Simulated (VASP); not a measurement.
# BaZrO3 (Pm-3m) in VASP: a series of runs, part 2 of 2

VASP 6.6.1.

## (3) Single point, PBEsol

Input file INCAR:

```
ALGO = Normal
EDIFF = 1E-6
ENCUT = 600
GGA = PS
GGA_COMPAT = F
ISIF = 2
ISMEAR = 0
LASPH = T
LCHARG = F
LREAL = F
LWAVE = F
NBANDS = 28
NELM = 120
PREC = Accurate
SIGMA = 0.02
```

Input file KPOINTS:

```
k-points
0
Gamma
  6 6 6
```

Input file POSCAR:

```
BaZrO3
1.0
    4.1806569948      0.0000000000      0.0000000000
    0.0000000000      4.1806569948      0.0000000000
    0.0000000000      0.0000000000      4.1806569948
Ba Zr O
1 1 3
Direct
    0.0000000000      0.0000000000      0.0000000000
    0.5000000000      0.5000000000      0.5000000000
    0.5000000000      0.5000000000      0.0000000000
    0.5000000000      0.0000000000      0.5000000000
    0.0000000000      0.5000000000      0.5000000000
```

Potentials or basis: VASP PAW PBE potentials, release 64 (Ba_sv, Zr_sv, O).

Command:

```bash
cat potpaw_PBE.64/Ba_sv/POTCAR potpaw_PBE.64/Zr_sv/POTCAR potpaw_PBE.64/O/POTCAR > POTCAR
mpirun -np 1 vasp_std > vasp.out
```

OUTCAR:

```text
EDIFF = 1E-6
   ENCUT = 600
   GGA = PS
   ISIF = 2
   ISMEAR = 0
   LASPH = T
   LREAL = F
   NELM = 120
   PREC = Accurate

 ion  position               nearest neighbor table
   1  0.000  0.000  0.000-   3 2.96   4 2.96   5 2.96   4 2.96   5 2.96   3 2.96   5 2.96   5 2.96
                             3 2.96   4 2.96   4 2.96   3 2.96   2 3.62   2 3.62   2 3.62   2 3.62
   2  0.500  0.500  0.500-   3 2.09   4 2.09   5 2.09   3 2.09   4 2.09   5 2.09   1 3.62   1 3.62
                             1 3.62   1 3.62   1 3.62   1 3.62   1 3.62   1 3.62
   3  0.500  0.500  0.000-   2 2.09   2 2.09   1 2.96   1 2.96   1 2.96   1 2.96
   4  0.500  0.000  0.500-   2 2.09   2 2.09   1 2.96   1 2.96   1 2.96   1 2.96
   5  0.000  0.500  0.500-   2 2.09   2 2.09   1 2.96   1 2.96   1 2.96   1 2.96

  LATTYP: Found a simple cubic cell.
 ALAT       =     4.1806569948

  Lattice vectors:

 A1 = (   4.1806569948,   0.0000000000,   0.0000000000)
 A2 = (   0.0000000000,   4.1806569948,   0.0000000000)
 A3 = (   0.0000000000,   0.0000000000,   4.1806569948)

Analysis of symmetry for initial positions (statically):
=====================================================================
 Subroutine PRICEL returns:
 Original cell was already a primitive cell.

 Routine SETGRP: Setting up the symmetry group for a
 simple cubic supercell.

 Subroutine GETGRP returns: Found 48 space group operations
 (whereof 48 operations were pure point group operations)
 out of a pool of 48 trial point group operations.

The static configuration has the point symmetry O_h .

Analysis of symmetry for dynamics (positions and initial velocities):
=====================================================================
 Subroutine PRICEL returns:
 Original cell was already a primitive cell.

 Routine SETGRP: Setting up the symmetry group for a
 simple cubic supercell.

 Subroutine GETGRP returns: Found 48 space group operations
 (whereof 48 operations were pure point group operations)
 out of a pool of 48 trial point group operations.

The dynamic configuration has the point symmetry O_h .

 Subroutine INISYM returns: Found 48 space group operations
 (whereof 48 operations are pure point group operations),
 and found     1 'primitive' translations

----------------------------------------------------------------------------------------

                                     Primitive cell

  volume of cell :      73.0691

  direct lattice vectors                    reciprocal lattice vectors
     4.180656995  0.000000000  0.000000000     0.239196854  0.000000000  0.000000000
     0.000000000  4.180656995  0.000000000     0.000000000  0.239196854  0.000000000
     0.000000000  0.000000000  4.180656995     0.000000000  0.000000000  0.239196854

  length of vectors
     4.180656995  4.180656995  4.180656995     0.239196854  0.239196854  0.239196854

  position of ions in fractional coordinates (direct lattice)
     0.000000000  0.000000000  0.000000000
     0.500000000  0.500000000  0.500000000
     0.500000000  0.500000000  0.000000000
     0.500000000  0.000000000  0.500000000
     0.000000000  0.500000000  0.500000000

[... 31 lines left out ...]

 Found     20 irreducible k-points:

 Following reciprocal coordinates:
            Coordinates               Weight
  0.000000  0.000000  0.000000      1.000000
  0.166667  0.000000  0.000000      6.000000
  0.333333  0.000000  0.000000      6.000000
  0.500000  0.000000  0.000000      3.000000
  0.166667  0.166667  0.000000     12.000000
  0.333333  0.166667  0.000000     24.000000
[... 12 lines left out ...]
  0.500000  0.500000  0.333333      6.000000
  0.500000  0.500000  0.500000      1.000000
   k-points           NKPTS =     20   k-points in BZ     NKDIM =     20   number of bands    NBANDS=     28
   number of dos      NEDOS =    301   number of ions     NIONS =      5
   total plane-waves  NPLWV =  46656
   dimension x,y,z NGX =    36 NGY =   36 NGZ =   36
   dimension x,y,z NGXF=    72 NGYF=   72 NGZF=   72
   ions per type =               1   1   3
   NGX,Y,Z   is equivalent  to a cutoff of  14.32, 14.32, 14.32 a.u.
   NGXF,Y,Z  is equivalent  to a cutoff of  28.63, 28.63, 28.63 a.u.
 SYSTEM =  unknown system
   PREC   = accura    normal or accurate (medium, high low for compatibility)
   ISTART =      0    job   : 0-new  1-cont  2-samecut
   ICHARG =      2    charge: 1-file 2-atom 10-const
   ISPIN  =      1    spin polarized calculation?
   LNONCOLLINEAR =      F non collinear calculations
   LSORBIT =      F    spin-orbit coupling
   LASPH  =      T    aspherical Exc in radial PAW
   ENCUT  =  600.0 eV  44.10 Ry    6.64 a.u.   8.35  8.35  8.35*2*pi/ulx,y,z
   NELM   =    120;   NELMIN=  2; NELMDL= -5     # of ELM steps
   EDIFF  = 0.1E-05   stopping-criterion for ELM
   LREAL  =      F    real-space projection
   EDIFFG = 0.1E-04   stopping-criterion for IOM
   NSW    =      0    number of steps for IOM
   IBRION =     -1    ionic relax: 0-MD 1-quasi-New 2-CG
   NFREE  =      0    steps in history (QN), initial steepest desc. (CG)
   ISIF   =      2    stress and relaxation
   ISYM   =      2    0-nonsym 1-usesym 2-fastsym
   POTIM  = 0.5000    time-step for ionic-motion
   TEBEG  =    0.0;   TEEND  =   0.0 temperature during run
   PSTRESS=    0.0 pullay stress
   NELECT =      40.0000    total number of electrons
   NUPDOWN=      -1.0000    fix difference up-down
   EMIN   =  10.00;   EMAX   =-10.00  energy-range for DOS
   EFERMI =   0.00;   METHOD = LEGACY
   ISMEAR =     0;   SIGMA  =   0.02  broadening in eV -4-tet -1-fermi 0-gaus
   EFERMI_NEDOS =   21; number of points for ismear=-14 and -15
   IALGO  =     38    algorithm
   IMIX   =      4    mixing-type and parameters
     AMIX     =   0.40;   BMIX     =  1.00
     AMIX_MAG =   1.60;   BMIX_MAG =  1.00
  volume/ion in A,a.u.               =      14.61        98.62
  Fermi-wavevector in a.u.,A,eV,Ry     =   1.339215  2.530749 24.402004  1.793497
  Thomas-Fermi vector in A             =   2.467624
   LORBIT       =      0    0 simple, 1 ext, 2 COOP (PROOUT), +10 PAW based schemes
   GGA     = PS    functional components
   LHFCALC =     F    Hartree Fock is set to
   AEXX    =    0.0000 exact exchange contribution
   IVDW    =     0    specifies the selected vdW correction
   LEPSILON=     F    determine dielectric tensor
   LRPA    =     F    only Hartree local field effects (RPA)
 non-spin polarized calculation
 Gauss-broadening in eV      SIGMA  =   0.02
  energy-cutoff  :      600.00
  volume of cell :       73.07
 maximum number of plane-waves:      2469
 NGX is ok and might be reduce to    36
   NGX = 17   NGY = 17   NGZ = 17

 number of electron      40.0000005 magnetization

 Free energy of the ion-electron system (eV)
  ---------------------------------------------------
  ext. energy  EPLUGINS =         0.00000000
  ---------------------------------------------------
  free energy    TOTEN  =       -43.62712132 eV

  energy without entropy =      -43.62712132  energy(sigma->0) =      -43.62712132

 E-fermi :   3.9345     XC(G=0): -11.0604

 val. band max:        3.6878775819   @ k =   0.5000   0.5000   0.5000
 cond. band min:       6.8112414640   @ k =   0.0000   0.0000   0.0000
 fundamental gap:      3.1233638821
 Fermi energy:         3.9345300812

 k-point     1 :       0.0000    0.0000    0.0000
  band No.  band energies     occupation
      1     -43.1395      2.00000
      2     -21.5291      2.00000
      3     -21.3607      2.00000
      4     -21.3607      2.00000
      5     -21.3607      2.00000
      6     -12.6142      2.00000
[... 609 lines left out ...]
     27      12.9043      0.00000
     28      12.9043      0.00000

------------------------ aborting loop because EDIFF is reached ----------------------------------------

  FORCE on cell =-STRESS in cart. coord.  units (eV):
  Direction    XX          YY          ZZ          XY          YZ          ZX
  --------------------------------------------------------------------------------------
  -------------------------------------------------------------------------------------
  Total        0.4727507      0.4727507      0.4727507     -0.0000000     -0.0000000      0.0000000
  in kB       10.3659519     10.3659519     10.3659519     -0.0000000     -0.0000000      0.0000000
  external PRESSURE =      10.3659519 kB  Pullay stress =       0.0000000 kB

 VOLUME and BASIS-vectors are now :
 -----------------------------------------------------------------------------
  energy-cutoff  :      600.00
  volume of cell :       73.07
      direct lattice vectors                 reciprocal lattice vectors
     4.180656995  0.000000000  0.000000000     0.239196854  0.000000000  0.000000000
     0.000000000  4.180656995  0.000000000     0.000000000  0.239196854  0.000000000
     0.000000000  0.000000000  4.180656995     0.000000000  0.000000000  0.239196854

 POSITION                                       TOTAL-FORCE (eV/Angst)
 -----------------------------------------------------------------------------------
      0.00000      0.00000      0.00000         0.000000      0.000000      0.000000
      2.09033      2.09033      2.09033         0.000000      0.000000      0.000000
      2.09033      2.09033      0.00000         0.000000      0.000000      0.000000
      2.09033      0.00000      2.09033         0.000000      0.000000      0.000000
      0.00000      2.09033      2.09033         0.000000      0.000000      0.000000
 -----------------------------------------------------------------------------------
    total drift:                                0.000000      0.000000      0.000000

  FREE ENERGIE OF THE ION-ELECTRON SYSTEM (eV)
  ---------------------------------------------------
  free  energy   TOTEN  =       -43.6271213163 eV

  energy  without entropy=      -43.6271213163  energy(sigma->0) =      -43.62712132
```

OSZICAR:

```text
N       E                     dE             d eps       ncg     rms          rms(c)
DAV:   1     0.344050930973E+03    0.34405E+03   -0.23722E+04  1120   0.157E+03
DAV:   2    -0.275728484876E+02   -0.37162E+03   -0.36268E+03  1400   0.372E+02
DAV:   3    -0.498761779526E+02   -0.22303E+02   -0.22222E+02  1760   0.866E+01
DAV:   4    -0.504734529090E+02   -0.59727E+00   -0.59644E+00  1568   0.114E+01
DAV:   5    -0.504850184941E+02   -0.11566E-01   -0.11565E-01  1532   0.120E+00    0.296E+01
DAV:   6    -0.437968018567E+02    0.66882E+01   -0.33584E+01  1336   0.362E+01    0.136E+01
DAV:   7    -0.436681696187E+02    0.12863E+00   -0.25769E+00  1584   0.879E+00    0.811E+00
DAV:   8    -0.436312209553E+02    0.36949E-01   -0.32493E-01  1320   0.410E+00    0.679E-01
DAV:   9    -0.436269586461E+02    0.42623E-02   -0.55967E-02  1544   0.131E+00    0.522E-01
DAV:  10    -0.436274675488E+02   -0.50890E-03   -0.14339E-02  1524   0.960E-01    0.244E-01
DAV:  11    -0.436271035681E+02    0.36398E-03   -0.19442E-03  1400   0.364E-01    0.312E-02
DAV:  12    -0.436271249130E+02   -0.21345E-04   -0.12896E-04  1452   0.765E-02    0.402E-02
DAV:  13    -0.436271213501E+02    0.35629E-05   -0.13716E-05  1496   0.273E-02    0.440E-03
DAV:  14    -0.436271213163E+02    0.33805E-07   -0.16970E-06  1080   0.967E-03
   1 F= -.43627121E+02 E0= -.43627121E+02  d E =-.138578E-69
```

Run time: 52 s. Hardware: 1 thread of Intel Xeon Platinum 8488C (Sapphire Rapids), shared host; peak memory 0.23 GiB.

Results:

```yaml
Free_energy: -43.6271 eV
Pressure: 1.0 GPa
Band_gap_on_the_k_mesh: 3.12 eV (least direct gap 3.34 eV)
```

Caveat: the PAW data sets were made with another functional, which shifts forces and pressure a little; spin-orbit coupling is left out, which moves the levels of the heavy elements. A k mesh can miss the band edges.
